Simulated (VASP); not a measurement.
# SiC (R3m) in VASP: a series of runs

Runs on SiC. Level: HSE06. Tasks: single point.

All numbers are computed with VASP 6.6.1; they aren't measurements. Logs are shortened: lines on timing, memory, paths and dates and some standing lists are left out, and cuts for length are marked.

## Step 1: The cell of the first run

The structure is trigonal, space group R3m (No. 160). The conventional cell has a = 3.203 Å, b = 3.203 Å, c = 7.494 Å, α = 90.00°, β = 90.00°, γ = 120.00°. Si (site symmetry 3m) has 4 C at 1.89 to 1.95 Å within 2.5 Å. Within 2.5 Å of C (site symmetry 3m) lie 4 Si at 1.89 to 1.95 Å.

## Step 2: Single point, HSE06 (epitaxial 111 strain +4.0%)

POSCAR

```
SiC
1.0
   -0.0678959875      2.1972784576      2.1972784576
    2.1972784576     -0.0678959875      2.1972784576
    2.1972784576      2.1972784576     -0.0678959875
Si C
1 1
Direct
   -0.0010698463     -0.0010698463     -0.0010698463
    0.2510698463      0.2510698463      0.2510698463
```

INCAR.step1

```
PREC = Accurate
ENCUT = 520
EDIFF = 1E-5
ISMEAR = 0
SIGMA = 0.01
LREAL = False
LASPH = True
NELM = 60
ALGO = Normal
ISIF = 2
LWAVE = True
NBANDS = 11
GGA = PE
```

INCAR.step2

```
PREC = Accurate
ENCUT = 520
EDIFF = 1E-7
ISMEAR = 0
SIGMA = 0.01
LREAL = False
LASPH = True
NELM = 60
ALGO = Normal
ISIF = 2
LWAVE = False
LCHARG = True
GGA = PE
LHFCALC = True
HFSCREEN = 0.2079
PRECFOCK = Normal
LELF = True
LVHAR = True
NBANDS = 11
ISTART = 1
```

KPOINTS

```
Automatic mesh
0
Gamma
  8 8 8
```

Potentials or basis: VASP PAW PBE potentials, release 64 (Si, C).

On the command line:

```bash
$ cat potpaw_PBE.64/Si/POTCAR potpaw_PBE.64/C/POTCAR > POTCAR
$ cp INCAR.step1 INCAR
$ mpirun -np 1 vasp_std > vasp.out
$ cp INCAR.step2 INCAR
$ mpirun -np 1 vasp_std > vasp.out
```

OUTCAR:

```text
PREC = Accurate
   ENCUT = 520
   EDIFF = 1E-7
   ISMEAR = 0
   LREAL = False
   LASPH = True
   NELM = 60
   ISIF = 2
   GGA = PE
   LHFCALC = True
   HFSCREEN = 0.2079
   PRECFOCK = Normal
   ISTART = 1

 ion  position               nearest neighbor table
   1  0.999  0.999  0.999-   2 1.89   2 1.95   2 1.95   2 1.95
   2  0.251  0.251  0.251-   1 1.89   1 1.95   1 1.95   1 1.95

  LATTYP: Found a trigonal (rhomboedric) cell.
 ALAT       =     3.1081626575
 COS(alpha) =     0.4688761178

  Lattice vectors:

 A1 = (  -0.0678959875,   2.1972784576,   2.1972784576)
 A2 = (   2.1972784576,  -0.0678959875,   2.1972784576)
 A3 = (   2.1972784576,   2.1972784576,  -0.0678959875)

Analysis of symmetry for initial positions (statically):
=====================================================================
 Subroutine PRICEL returns:
 Original cell was already a primitive cell.

 Routine SETGRP: Setting up the symmetry group for a
 trigonal (rhombohedral) supercell.

 Subroutine GETGRP returns: Found  6 space group operations
 (whereof  6 operations were pure point group operations)
 out of a pool of 12 trial point group operations.

The static configuration has the point symmetry C_3v.

Analysis of symmetry for dynamics (positions and initial velocities):
=====================================================================
 Subroutine PRICEL returns:
 Original cell was already a primitive cell.

 Routine SETGRP: Setting up the symmetry group for a
 trigonal (rhombohedral) supercell.

 Subroutine GETGRP returns: Found  6 space group operations
 (whereof  6 operations were pure point group operations)
 out of a pool of 12 trial point group operations.

The dynamic configuration has the point symmetry C_3v.

 Subroutine INISYM returns: Found  6 space group operations
 (whereof  6 operations are pure point group operations),
 and found     1 'primitive' translations

----------------------------------------------------------------------------------------

                                     Primitive cell

  volume of cell :      22.2002

  direct lattice vectors                    reciprocal lattice vectors
    -0.067895988  2.197278458  2.197278458    -0.217269697  0.224197406  0.224197406
     2.197278458 -0.067895988  2.197278458     0.224197406 -0.217269697  0.224197406
     2.197278458  2.197278458 -0.067895988     0.224197406  0.224197406 -0.217269697

  length of vectors
     3.108162658  3.108162658  3.108162658     0.384363207  0.384363207  0.384363207

  position of ions in fractional coordinates (direct lattice)
     0.998930154  0.998930154  0.998930154
     0.251069846  0.251069846  0.251069846

  ion indices of the primitive-cell ions
   primitive index   ion index
                 1           1
                 2           2

----------------------------------------------------------------------------------------

 KPOINTS: Automatic mesh

Automatic generation of k-mesh.
 Grid dimensions read from file:
 generate k-points for:    8    8    8

 Generating k-lattice:

  Cartesian coordinates                     Fractional coordinates (reciprocal lattice)
    -0.027158712  0.028024676  0.028024676     0.125000000  0.000000000 -0.000000000
     0.028024676 -0.027158712  0.028024676     0.000000000  0.125000000 -0.000000000
     0.028024676  0.028024676 -0.027158712     0.000000000  0.000000000  0.125000000

  Length of vectors
     0.048045401  0.048045401  0.048045401

  Shift w.r.t. Gamma in fractional coordinates (k-lattice)
     0.000000000  0.000000000  0.000000000

 Subroutine IBZKPT returns following result:
 ===========================================

 Found     65 irreducible k-points:

 Following reciprocal coordinates:
            Coordinates               Weight
  0.000000  0.000000  0.000000      1.000000
  0.125000  0.000000  0.000000      6.000000
  0.250000  0.000000  0.000000      6.000000
  0.375000  0.000000 -0.000000      6.000000
  0.500000  0.000000  0.000000      3.000000
  0.125000  0.125000 -0.000000      6.000000
[... 16 lines left out ...]
  0.250000  0.125000  0.125000      6.000000
  0.375000  0.125000  0.125000      6.000000
 [... further k-points ...]
   k-points           NKPTS =     65   k-points in BZ     NKDIM =    512   number of bands    NBANDS=     11
   number of dos      NEDOS =    301   number of ions     NIONS =      2
   total plane-waves  NPLWV =  13824
   dimension x,y,z NGX =    24 NGY =   24 NGZ =   24
   dimension x,y,z NGXF=    48 NGYF=   48 NGZF=   48
   ions per type =               1   1
   NGX,Y,Z   is equivalent  to a cutoff of  12.84, 12.84, 12.84 a.u.
   NGXF,Y,Z  is equivalent  to a cutoff of  25.67, 25.67, 25.67 a.u.
 SYSTEM =  unknown system
   PREC   = accura    normal or accurate (medium, high low for compatibility)
   ISTART =      1    job   : 0-new  1-cont  2-samecut
   ICHARG =      0    charge: 1-file 2-atom 10-const
   ISPIN  =      1    spin polarized calculation?
   LNONCOLLINEAR =      F non collinear calculations
   LSORBIT =      F    spin-orbit coupling
   LASPH  =      T    aspherical Exc in radial PAW
   ENCUT  =  520.0 eV  38.22 Ry    6.18 a.u.   5.78  5.78  5.78*2*pi/ulx,y,z
   NELM   =     60;   NELMIN=  2; NELMDL=  0     # of ELM steps
   EDIFF  = 0.1E-06   stopping-criterion for ELM
   LREAL  =      F    real-space projection
   EDIFFG = 0.1E-05   stopping-criterion for IOM
   NSW    =      0    number of steps for IOM
   IBRION =     -1    ionic relax: 0-MD 1-quasi-New 2-CG
   NFREE  =      0    steps in history (QN), initial steepest desc. (CG)
   ISIF   =      2    stress and relaxation
   ISYM   =      3    0-nonsym 1-usesym 2-fastsym
   POTIM  = 0.5000    time-step for ionic-motion
   TEBEG  =    0.0;   TEEND  =   0.0 temperature during run
   PSTRESS=    0.0 pullay stress
   NELECT =       8.0000    total number of electrons
   NUPDOWN=      -1.0000    fix difference up-down
   EMIN   =  10.00;   EMAX   =-10.00  energy-range for DOS
   EFERMI =   0.00;   METHOD = LEGACY
   ISMEAR =     0;   SIGMA  =   0.01  broadening in eV -4-tet -1-fermi 0-gaus
   EFERMI_NEDOS =   21; number of points for ismear=-14 and -15
   IALGO  =     38    algorithm
   IMIX   =      1    mixing-type and parameters
     AMIX     =   0.40;   BMIX     =  1.00
     AMIX_MAG =   1.60;   BMIX_MAG =  1.00
  volume/ion in A,a.u.               =      11.10        74.91
  Fermi-wavevector in a.u.,A,eV,Ry     =   1.164983  2.201498 18.465615  1.357184
  Thomas-Fermi vector in A             =   2.301514
   LORBIT       =      0    0 simple, 1 ext, 2 COOP (PROOUT), +10 PAW based schemes
   GGA     = PE    functional components
   LHFCALC =     T    Hartree Fock is set to
   PRECFOCK=normal    Normal, Fast or Accurate (Low or Medium for compatibility)
   ENCUT4O =  -1.0   cutoff for four orbital integrals eV
   NKREDX  =     1    reduce k-point grid by
   NKREDY  =     1    reduce k-point grid by
   NKREDZ  =     1    reduce k-point grid by
   AEXX    =    0.2500 exact exchange contribution
   HFSCREEN=    0.2079 screening length (either q_TF or 0.3 A-1)
   HFSCREENC=   0.2079 screening length for correlation (either q_TF or 0.3 A-1)
   ENCUTFOCK=  -1.0 apply spherical cutoff to Coloumb kernel
   IVDW    =     0    specifies the selected vdW correction
   LEPSILON=     F    determine dielectric tensor
   LRPA    =     F    only Hartree local field effects (RPA)
 non-spin polarized calculation
 Gauss-broadening in eV      SIGMA  =   0.01
  energy-cutoff  :      520.00
  volume of cell :       22.20
 maximum number of plane-waves:       610
  NGX = 18; NGY = 18; NGZ = 18

 number of electron       7.9999999 magnetization

 Free energy of the ion-electron system (eV)
  ---------------------------------------------------
  ext. energy  EPLUGINS =         0.00000000
  ---------------------------------------------------
  free energy    TOTEN  =       -17.29356648 eV

  energy without entropy =      -17.29356648  energy(sigma->0) =      -17.29356648

 E-fermi :   7.0256     XC(G=0):  -9.1238

 val. band max:        6.9490044144   @ k =   0.0000   0.0000   0.0000
 cond. band min:       8.9670300042   @ k =   0.5000   0.5000  -0.0000
 fundamental gap:      2.0180255898
 Fermi energy:         7.0255760637

 k-point     1 :       0.0000    0.0000    0.0000
  band No.  band energies     occupation
      1      -9.6766      2.00000
      2       6.6455      2.00000
      3       6.6455      2.00000
      4       6.9490      2.00000
      5      13.1029      0.00000
      6      14.4969      0.00000
      7      14.4969      0.00000
      8      15.7967      0.00000
      9      22.3878      0.00000
     10      22.3878      0.00000
     11      23.6033      0.00000

 k-point     2 :       0.1250    0.0000    0.0000
  band No.  band energies     occupation
      1      -9.3706      2.00000
      2       5.0454      2.00000
      3       6.4593      2.00000
      4       6.7026      2.00000
      5      13.6559      0.00000
      6      14.8729      0.00000
      7      14.9791      0.00000
      8      16.0413      0.00000
      9      21.0487      0.00000
     10      21.3762      0.00000
     11      23.7458      0.00000

 k-point     3 :       0.2500    0.0000    0.0000
  band No.  band energies     occupation
      1      -8.4796      2.00000
      2       2.0540      2.00000
      3       6.0802      2.00000
      4       6.2571      2.00000
      5      13.4044      0.00000
      6      15.2849      0.00000
      7      15.8187      0.00000
      8      17.0119      0.00000
      9      20.6181      0.00000
     10      21.3966      0.00000
     11      22.8338      0.00000
[... 267 lines left out ...]
 k-point    23 :       0.2500    0.1250    0.1250
  band No.  band energies     occupation
      1      -8.8195      2.00000
      2       3.8515      2.00000
      3       5.3225      2.00000
      4       6.4812      2.00000
      5      13.9591      0.00000
      6      14.7994      0.00000
      7      15.0562      0.00000
      8      16.7746      0.00000
      9      19.2587      0.00000
     10      21.5416      0.00000
     11      25.2622      0.00000

 k-point    24 :       0.3750    0.1250    0.1250
  band No.  band energies     occupation
      1      -7.7487      2.00000
      2       1.1063      2.00000
      3       4.6437      2.00000
      4       6.0874      2.00000
      5      14.0392      0.00000
      6      15.0175      0.00000
      7      15.4612      0.00000
      8      17.0602      0.00000
      9      19.3699      0.00000
     10      22.9653      0.00000
     11      25.5475      0.00000

 [... further k-points ...]
[... 5 lines left out ...]
  --------------------------------------------------------------------------------------
  -------------------------------------------------------------------------------------
  Total       -2.1254277     -2.1254277     -2.1254277      0.9589550      0.9589550      0.9589550
  in kB     -153.3913112   -153.3913112   -153.3913112     69.2074185     69.2074185     69.2074185
  external PRESSURE =    -153.3913112 kB  Pullay stress =       0.0000000 kB

 VOLUME and BASIS-vectors are now :
 -----------------------------------------------------------------------------
  energy-cutoff  :      520.00
  volume of cell :       22.20
      direct lattice vectors                 reciprocal lattice vectors
    -0.067895988  2.197278458  2.197278458    -0.217269697  0.224197406  0.224197406
     2.197278458 -0.067895988  2.197278458     0.224197406 -0.217269697  0.224197406
     2.197278458  2.197278458 -0.067895988     0.224197406  0.224197406 -0.217269697

 POSITION                                       TOTAL-FORCE (eV/Angst)
 -----------------------------------------------------------------------------------
      4.32203      4.32203      4.32203        -0.011280     -0.011280     -0.011280
      1.08629      1.08629      1.08629         0.011280      0.011280      0.011280
 -----------------------------------------------------------------------------------
    total drift:                               -0.000002     -0.000002     -0.000002

  FREE ENERGIE OF THE ION-ELECTRON SYSTEM (eV)
  ---------------------------------------------------
  free  energy   TOTEN  =       -17.2935664757 eV

  energy  without entropy=      -17.2935664757  energy(sigma->0) =      -17.29356648
```

Wall time 86 min (1 thread of Intel Xeon Platinum 8175M at 2.50GHz (Skylake/Cascade Lake), shared host); peak memory 0.27 GiB.

What came out:

```yaml
Free_energy: -17.2936 eV
Pressure: -15.3 GPa
Largest_force: 0.020 eV/Å
Band_gap_on_the_k_mesh: 2.02 eV (least direct gap 5.31 eV)
```

Forces in eV/Å, atoms in the order of the input:
```
Si  -0.011 -0.011 -0.011
C    0.011  0.011  0.011
```

Caveat: the cell differs from its parent crystal (epitaxial 111 strain +4.0%); the cell stands under tension; the PAW data sets were made with another functional, which shifts forces and pressure a little. A k mesh can miss the band edges.

## Step 3: Single point, HSE06 (epitaxial 111 strain -3.0%)

POSCAR

```
SiC
1.0
    0.0523067572      2.1650175377      2.1650175377
    2.1650175377      0.0523067572      2.1650175377
    2.1650175377      2.1650175377      0.0523067572
Si C
1 1
Direct
    0.0012468765      0.0012468765      0.0012468765
    0.2487531235      0.2487531235      0.2487531235
```

INCAR.step1

```
SYSTEM = SiC
PREC = Accurate ; ENCUT = 520
EDIFF = 1E-5 ; ISMEAR = 0
SIGMA = 0.01 ; LREAL = .False.
LASPH = .True. ; NELM = 100
ALGO = Normal ; ISIF = 2
LWAVE = .True. ; LCHARG = .False.
NBANDS = 11 ; GGA = PE
```

INCAR.step2

```
SYSTEM = SiC
PREC = Accurate ; ENCUT = 520
EDIFF = 1E-7 ; ISMEAR = 0
SIGMA = 0.01 ; LREAL = .False.
LASPH = .True. ; NELM = 100
ALGO = Normal ; ISIF = 2
LWAVE = .False. ; LCHARG = .False.
GGA = PE ; LHFCALC = .True.
HFSCREEN = 0.2079 ; PRECFOCK = Normal
NBANDS = 11 ; ISTART = 1
```

KPOINTS

```
Automatic mesh
0
Gamma
  8 8 8
  0 0 0
```

Potentials or basis: VASP PAW PBE potentials, release 64 (Si, C).

On the command line:

```bash
$ cat potpaw_PBE.64/Si/POTCAR potpaw_PBE.64/C/POTCAR > POTCAR
$ cp INCAR.step1 INCAR
$ mpirun -np 1 vasp_std > vasp.out
$ cp INCAR.step2 INCAR
$ mpirun -np 1 vasp_std > vasp.out
```

It took 87 min on 1 thread of AMD EPYC 7R43 (Zen 3), shared host; peak memory 0.23 GiB.

Results (log left out):

```
Free energy            : -17.3569 eV
Pressure               : 12.5 GPa
Largest force          : 0.012 eV/Å
Band gap on the k mesh : 2.02 eV (least direct gap 5.53 eV)
```

Forces on the atoms (eV/Å):
```
Si   0.007  0.007  0.007
C   -0.007 -0.007 -0.007
```

Stress tensor (GPa, compression positive):
```
12.47 -7.01 -7.01
-7.01 12.47 -7.01
-7.01 -7.01 12.47
```

Levels at points of the mesh, in eV from the valence-band top:
```csv
k point,band 2,band 3,band 4,band 5,band 6,band 7
"(0.00, 0.00, 0.00)",-0.42,0.00,0.00,7.47,8.94,9.18
"(0.50, 0.00, 0.00)",-9.78,-1.48,-1.30,6.82,8.29,8.69
"(0.50, 0.50, 0.00)",-8.87,-3.98,-3.51,2.02,5.50,16.34
"(0.50, 0.50, 0.50)",-9.96,-1.04,-1.04,7.62,8.96,8.96
```

Caveat: the cell differs from its parent crystal (epitaxial 111 strain -3.0%); the cell stands under pressure; the PAW data sets were made with another functional, which shifts forces and pressure a little. A k mesh can miss the band edges.
